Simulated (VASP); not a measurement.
# F (C2/m) in VASP: single point with PBE

Aim: the single point of F with PBE.

Everything below comes from runs of VASP 6.6.1. Logs are shortened: lines on timing, memory, paths and dates and some standing lists are left out, and cuts for length are marked.

**1. The cell of the first run**

Symmetry: C2/m, No. 12, monoclinic system. Conventional cell: a = 5.500 Å, b = 3.280 Å, c = 7.284 Å, α = 90.00°, β = 102.17°, γ = 90.00°. F (site symmetry m) has 1 F at 1.44 Å within 1.9 Å. Within 1.9 Å of F (site symmetry m) lie 1 F at 1.45 Å.

**2. Single point, PBE**

The input, INCAR:

```
ALGO = Normal
EDIFF = 1E-6
ENCUT = 600
GGA = PE
GGA_COMPAT = False
ISIF = 2
ISMEAR = 0
LASPH = True
LCHARG = False
LREAL = False
LWAVE = False
NBANDS = 22
NELM = 120
PREC = Accurate
SIGMA = 0.01
```

The input, KPOINTS:

```
Automatic mesh
0
Gamma
  6 6 3
  0.5 0.5 0
```

The input, POSCAR:

```
F
1.0
    2.7500000000     -1.6400000000      0.0000000000
    2.7500000000      1.6400000000      0.0000000000
   -1.5360100000      0.0000000000      7.1200200000
F
4
Direct
    0.0504000000      0.0504000000      0.0996000000
    0.9496000000      0.9496000000      0.9004000000
    0.5050000000      0.5050000000      0.6000000000
    0.4950000000      0.4950000000      0.4000000000
```

Potentials or basis: VASP PAW PBE potentials, release 64 (F).

Launch:

```bash
$ cat potpaw_PBE.64/F/POTCAR > POTCAR
$ mpirun -np 1 vasp_std > vasp.out
```

OUTCAR:

```text
EDIFF = 1E-6
   ENCUT = 600
   GGA = PE
   ISIF = 2
   ISMEAR = 0
   LASPH = True
   LREAL = False
   NELM = 120
   PREC = Accurate

 ion  position               nearest neighbor table
   1  0.050  0.050  0.100-   2 1.44
   2  0.950  0.950  0.900-   1 1.44
   3  0.505  0.505  0.600-   4 1.45
   4  0.495  0.495  0.400-   3 1.45

  LATTYP: Found a base centered monoclinic cell.
 ALAT       =     5.5000000000
 B/A-ratio  =     0.5963636364
 C/A-ratio  =     1.3243306311
 COS(beta)  =    -0.2108797750

  Lattice vectors:

 A1 = (   2.7500000000,  -1.6400000000,   0.0000000000)
 A2 = (   2.7500000000,   1.6400000000,   0.0000000000)
 A3 = (  -1.5360100000,   0.0000000000,   7.1200200000)

Analysis of symmetry for initial positions (statically):
=====================================================================
 Subroutine PRICEL returns:
 Original cell was already a primitive cell.

 Routine SETGRP: Setting up the symmetry group for a
 base centered monoclinic supercell.

 Subroutine GETGRP returns: Found  4 space group operations
 (whereof  4 operations were pure point group operations)
 out of a pool of  4 trial point group operations.

The static configuration has the point symmetry C_2h.

Analysis of symmetry for dynamics (positions and initial velocities):
=====================================================================
 Subroutine PRICEL returns:
 Original cell was already a primitive cell.

 Routine SETGRP: Setting up the symmetry group for a
 base centered monoclinic supercell.

 Subroutine GETGRP returns: Found  4 space group operations
 (whereof  4 operations were pure point group operations)
 out of a pool of  4 trial point group operations.

The dynamic configuration has the point symmetry C_2h.

 Subroutine INISYM returns: Found  4 space group operations
 (whereof  4 operations are pure point group operations),
 and found     1 'primitive' translations

----------------------------------------------------------------------------------------

                                     Primitive cell

  volume of cell :      64.2226

  direct lattice vectors                    reciprocal lattice vectors
     2.750000000 -1.640000000  0.000000000     0.181818182 -0.304878049  0.039223843
     2.750000000  1.640000000  0.000000000     0.181818182  0.304878049  0.039223843
    -1.536010000  0.000000000  7.120020000     0.000000000  0.000000000  0.140449044

  length of vectors
     3.201890067  3.201890067  7.283818471     0.357137209  0.357137209  0.140449044

  position of ions in fractional coordinates (direct lattice)
     0.050400000  0.050400000  0.099600000
     0.949600000  0.949600000  0.900400000
     0.505000000  0.505000000  0.600000000
     0.495000000  0.495000000  0.400000000

  ion indices of the primitive-cell ions
   primitive index   ion index
                 1           1
                 2           2
                 3           3
                 4           4

----------------------------------------------------------------------------------------

 KPOINTS: Automatic mesh

Automatic generation of k-mesh.
 Grid dimensions read from file:
 generate k-points for:    6    6    3

 Generating k-lattice:

  Cartesian coordinates                     Fractional coordinates (reciprocal lattice)
     0.030303030 -0.050813008  0.006537307     0.166666667  0.000000000  0.000000000
     0.030303030  0.050813008  0.006537307     0.000000000  0.166666667  0.000000000
     0.000000000  0.000000000  0.046816348     0.000000000  0.000000000  0.333333333

  Length of vectors
     0.059522868  0.059522868  0.046816348

  Shift w.r.t. Gamma in fractional coordinates (k-lattice)
     0.500000000  0.500000000  0.000000000

 Subroutine IBZKPT returns following result:
 ===========================================

 Found     33 irreducible k-points:

 Following reciprocal coordinates:
            Coordinates               Weight
  0.083333  0.083333  0.000000      2.000000
  0.250000  0.083333 -0.000000      4.000000
  0.416667  0.083333 -0.000000      4.000000
 -0.416667  0.083333  0.000000      4.000000
 -0.250000  0.083333  0.000000      4.000000
 -0.083333  0.083333  0.000000      2.000000
[... 16 lines left out ...]
 -0.083333  0.250000  0.333333      4.000000
  0.416667  0.416667  0.333333      2.000000
 [... further k-points ...]
   k-points           NKPTS =     33   k-points in BZ     NKDIM =     33   number of bands    NBANDS=     22
   number of dos      NEDOS =    301   number of ions     NIONS =      4
   total plane-waves  NPLWV =  47040
   dimension x,y,z NGX =    28 NGY =   28 NGZ =   60
   dimension x,y,z NGXF=    56 NGYF=   56 NGZF=  120
   ions per type =               4
   NGX,Y,Z   is equivalent  to a cutoff of  14.54, 14.54, 13.69 a.u.
   NGXF,Y,Z  is equivalent  to a cutoff of  29.08, 29.08, 27.39 a.u.
 SYSTEM =  unknown system
   PREC   = accura    normal or accurate (medium, high low for compatibility)
   ISTART =      0    job   : 0-new  1-cont  2-samecut
   ICHARG =      2    charge: 1-file 2-atom 10-const
   ISPIN  =      1    spin polarized calculation?
   LNONCOLLINEAR =      F non collinear calculations
   LSORBIT =      F    spin-orbit coupling
   LASPH  =      T    aspherical Exc in radial PAW
   ENCUT  =  600.0 eV  44.10 Ry    6.64 a.u.   6.39  6.39 14.55*2*pi/ulx,y,z
   NELM   =    120;   NELMIN=  2; NELMDL= -5     # of ELM steps
   EDIFF  = 0.1E-05   stopping-criterion for ELM
   LREAL  =      F    real-space projection
   EDIFFG = 0.1E-04   stopping-criterion for IOM
   NSW    =      0    number of steps for IOM
   IBRION =     -1    ionic relax: 0-MD 1-quasi-New 2-CG
   NFREE  =      0    steps in history (QN), initial steepest desc. (CG)
   ISIF   =      2    stress and relaxation
   ISYM   =      2    0-nonsym 1-usesym 2-fastsym
   POTIM  = 0.5000    time-step for ionic-motion
   TEBEG  =    0.0;   TEEND  =   0.0 temperature during run
   PSTRESS=    0.0 pullay stress
   NELECT =      28.0000    total number of electrons
   NUPDOWN=      -1.0000    fix difference up-down
   EMIN   =  10.00;   EMAX   =-10.00  energy-range for DOS
   EFERMI =   0.00;   METHOD = LEGACY
   ISMEAR =     0;   SIGMA  =   0.01  broadening in eV -4-tet -1-fermi 0-gaus
   EFERMI_NEDOS =   21; number of points for ismear=-14 and -15
   IALGO  =     38    algorithm
   IMIX   =      4    mixing-type and parameters
     AMIX     =   0.40;   BMIX     =  1.00
     AMIX_MAG =   1.60;   BMIX_MAG =  1.00
  volume/ion in A,a.u.               =      16.06       108.35
  Fermi-wavevector in a.u.,A,eV,Ry     =   1.241361  2.345833 20.966282  1.540978
  Thomas-Fermi vector in A             =   2.375763
   LORBIT       =      0    0 simple, 1 ext, 2 COOP (PROOUT), +10 PAW based schemes
   GGA     = PE    functional components
   LHFCALC =     F    Hartree Fock is set to
   AEXX    =    0.0000 exact exchange contribution
   IVDW    =     0    specifies the selected vdW correction
   LEPSILON=     F    determine dielectric tensor
   LRPA    =     F    only Hartree local field effects (RPA)
 non-spin polarized calculation
 Gauss-broadening in eV      SIGMA  =   0.01
  energy-cutoff  :      600.00
  volume of cell :       64.22
 maximum number of plane-waves:      2164
 NGX is ok and might be reduce to    28
   NGX = 13   NGY = 13   NGZ = 29

 number of electron      28.0000004 magnetization

 Free energy of the ion-electron system (eV)
  ---------------------------------------------------
  ext. energy  EPLUGINS =         0.00000000
  ---------------------------------------------------
  free energy    TOTEN  =        -7.28758135 eV

  energy without entropy =       -7.28758135  energy(sigma->0) =       -7.28758135

 E-fermi :  -5.1706     XC(G=0):  -7.6278

 val. band max:       -5.2124771372   @ k =   0.0833   0.0833   0.0000
 cond. band min:      -2.8915601941   @ k =   0.0833   0.0833   0.0000
 fundamental gap:      2.3209169431
 Fermi energy:        -5.1705947870

 k-point     1 :       0.0833    0.0833    0.0000
  band No.  band energies     occupation
      1     -29.7833      2.00000
      2     -29.6363      2.00000
      3     -24.0952      2.00000
      4     -23.7732      2.00000
      5     -11.7205      2.00000
      6     -10.8882      2.00000
[... 14 lines left out ...]
     21      14.2397      0.00000
     22      16.2389      0.00000

 k-point     2 :       0.2500    0.0833   -0.0000
  band No.  band energies     occupation
      1     -29.7451      2.00000
      2     -29.6134      2.00000
      3     -24.0376      2.00000
      4     -23.7807      2.00000
      5     -11.6261      2.00000
      6     -10.9561      2.00000
[... 14 lines left out ...]
     21      13.3999      0.00000
     22      14.1814      0.00000

 k-point     3 :       0.4167    0.0833   -0.0000
  band No.  band energies     occupation
      1     -29.6930      2.00000
      2     -29.5852      2.00000
      3     -23.9372      2.00000
      4     -23.8135      2.00000
      5     -11.4397      2.00000
      6     -11.1119      2.00000
[... 14 lines left out ...]
     21      11.9701      0.00000
     22      12.8224      0.00000

 k-point     4 :      -0.4167    0.0833    0.0000
  band No.  band energies     occupation
      1     -29.6800      2.00000
      2     -29.5794      2.00000
      3     -23.8896      2.00000
      4     -23.8438      2.00000
      5     -11.3359      2.00000
      6     -11.2104      2.00000
[... 14 lines left out ...]
     21      10.9386      0.00000
     22      11.9798      0.00000

 k-point     5 :      -0.2500    0.0833    0.0000
  band No.  band energies     occupation
      1     -29.7206      2.00000
      2     -29.6006      2.00000
      3     -23.9916      2.00000
      4     -23.7925      2.00000
      5     -11.5470      2.00000
      6     -11.0220      2.00000
[... 14 lines left out ...]
     21      13.0275      0.00000
     22      14.0819      0.00000

 k-point     6 :      -0.0833    0.0833    0.0000
  band No.  band energies     occupation
      1     -29.7716      2.00000
      2     -29.6296      2.00000
      3     -24.0762      2.00000
      4     -23.7753      2.00000
      5     -11.6911      2.00000
      6     -10.9100      2.00000
[... 14 lines left out ...]
     21      13.9613      0.00000
     22      14.4287      0.00000

 k-point     7 :       0.2500    0.2500    0.0000
  band No.  band energies     occupation
      1     -29.7316      2.00000
      2     -29.6025      2.00000
      3     -24.0234      2.00000
      4     -23.7787      2.00000
      5     -11.6009      2.00000
      6     -10.9641      2.00000
[... 324 lines left out ...]
      6     -11.2339      2.00000
[... 14 lines left out ...]
     21      11.6681      0.00000
     22      12.0318      0.00000

 k-point    21 :      -0.4167    0.2500    0.3333
  band No.  band energies     occupation
      1     -29.6673      2.00000
      2     -29.5675      2.00000
      3     -23.8682      2.00000
      4     -23.8490      2.00000
      5     -11.2798      2.00000
      6     -11.2216      2.00000
[... 14 lines left out ...]
     21      12.0198      0.00000
     22      12.7132      0.00000

 k-point    22 :      -0.2500    0.2500    0.3333
  band No.  band energies     occupation
      1     -29.6801      2.00000
      2     -29.5794      2.00000
      3     -23.8897      2.00000
      4     -23.8438      2.00000
      5     -11.3240      2.00000
      6     -11.1961      2.00000
[... 14 lines left out ...]
     21      11.3090      0.00000
     22      12.7255      0.00000

 k-point    23 :      -0.0833    0.2500    0.3333
  band No.  band energies     occupation
      1     -29.7118      2.00000
      2     -29.6102      2.00000
      3     -23.9249      2.00000
      4     -23.8599      2.00000
      5     -11.3730      2.00000
      6     -11.1928      2.00000
[... 14 lines left out ...]
     21      11.8658      0.00000
     22      12.8173      0.00000

 k-point    24 :       0.4167    0.4167    0.3333
  band No.  band energies     occupation
      1     -29.6745      2.00000
      2     -29.5736      2.00000
      3     -23.8917      2.00000
      4     -23.8440      2.00000
      5     -11.3190      2.00000
      6     -11.2040      2.00000
[... 14 lines left out ...]
     21      11.7639      0.00000
     22      12.0379      0.00000

 [... further k-points ...]

------------------------ aborting loop because EDIFF is reached ----------------------------------------

  FORCE on cell =-STRESS in cart. coord.  units (eV):
  Direction    XX          YY          ZZ          XY          YZ          ZX
  --------------------------------------------------------------------------------------
  -------------------------------------------------------------------------------------
  Total        0.1278289      0.1457516     -1.4478347      0.0000000      0.0000000      0.0304838
  in kB        3.1889808      3.6361025    -36.1195078      0.0000000      0.0000000      0.7604864
  external PRESSURE =      -9.7648082 kB  Pullay stress =       0.0000000 kB

 VOLUME and BASIS-vectors are now :
 -----------------------------------------------------------------------------
  energy-cutoff  :      600.00
  volume of cell :       64.22
      direct lattice vectors                 reciprocal lattice vectors
     2.750000000 -1.640000000  0.000000000     0.181818182 -0.304878049  0.039223843
     2.750000000  1.640000000  0.000000000     0.181818182  0.304878049  0.039223843
    -1.536010000  0.000000000  7.120020000     0.000000000  0.000000000  0.140449044

 POSITION                                       TOTAL-FORCE (eV/Angst)
 -----------------------------------------------------------------------------------
      0.12421      0.00000      0.70915        -0.065121      0.000000     -0.427976
      3.83978      0.00000      6.41087         0.065121      0.000000      0.427976
      1.85589      0.00000      4.27201         0.112463      0.000000     -0.600802
      2.10810      0.00000      2.84801        -0.112463      0.000000      0.600802
 -----------------------------------------------------------------------------------
    total drift:                                0.000000      0.000000      0.000000

  FREE ENERGIE OF THE ION-ELECTRON SYSTEM (eV)
  ---------------------------------------------------
  free  energy   TOTEN  =        -7.2875813533 eV

  energy  without entropy=       -7.2875813533  energy(sigma->0) =       -7.28758135
```

It took 37 s on 1 thread of Intel Xeon Platinum 8375C at 2.90GHz (Ice Lake), shared host; peak memory 0.2 GiB.

Results:

- Free energy: -7.2876 eV
- Pressure: -1.0 GPa
- Largest force: 0.611 eV/Å
- Band gap on the k mesh: 2.32 eV

Forces in eV/Å, atoms in the order of the input:
```
F   -0.065  0.000 -0.428
F    0.065  0.000  0.428
F    0.112  0.000 -0.601
F   -0.112  0.000  0.601
```

Stress tensor (GPa, compression positive):
```
 0.32  0.00  0.08
 0.00  0.36  0.00
 0.08  0.00 -3.61
```

Caveat: a shifted mesh leaves out Γ, where band edges can lie. A k mesh can miss the band edges.
